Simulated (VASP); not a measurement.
A run of VASP 6.6.1 is set up as follows.

File INCAR:

```
ALGO = Normal
EDIFF = 1E-6
EDIFFG = -0.005
ENCUT = 600
GGA = PE
IBRION = 2
ISIF = 3
ISMEAR = -1
LASPH = True
LCHARG = False
LREAL = False
LWAVE = False
NELM = 100
NSW = 60
PREC = Accurate
PSTRESS = -5.1
SIGMA = 0.1
```

Contents of KPOINTS:

```
k-points
0
Gamma
  16 16 15
```

Contents of POSCAR:

```
Zn
1.0
    2.6938172209      0.0000000000      0.0000000000
   -1.3469086105      2.3329141465      0.0000000000
    0.0000000000      0.0000000000      2.5321881877
Zn
1
Direct
    0.0000000000      0.0000000000      0.0000000000
```

Potentials or basis: VASP PAW PBE potentials, release 64 (Zn).

Launch:

```bash
$ cat potpaw_PBE.64/Zn/POTCAR > POTCAR
$ mpirun -np 1 vasp_std > vasp.out
```

(1) Estimate the relaxed volume.

(2) What does it give for the band gap on the k mesh?

(3) Estimate the space group after relaxing (to 0.05 Å).

(4) Predict the relaxed cell.

Results:

(1) 17.84 Å³/atom.

(2) zero (band 6 reaches 4.73 eV, above the bottom of band 7 at -1.31 eV).

(3) P6/mmm (No. 191).

(4) a = 2.583 Å, b = 2.583 Å, c = 3.089 Å, α = 90.00°, β = 90.00°, γ = 120.00°.

Caveat: the cell is relaxed towards a set pressure, so the enthalpy falls and the energy may rise.
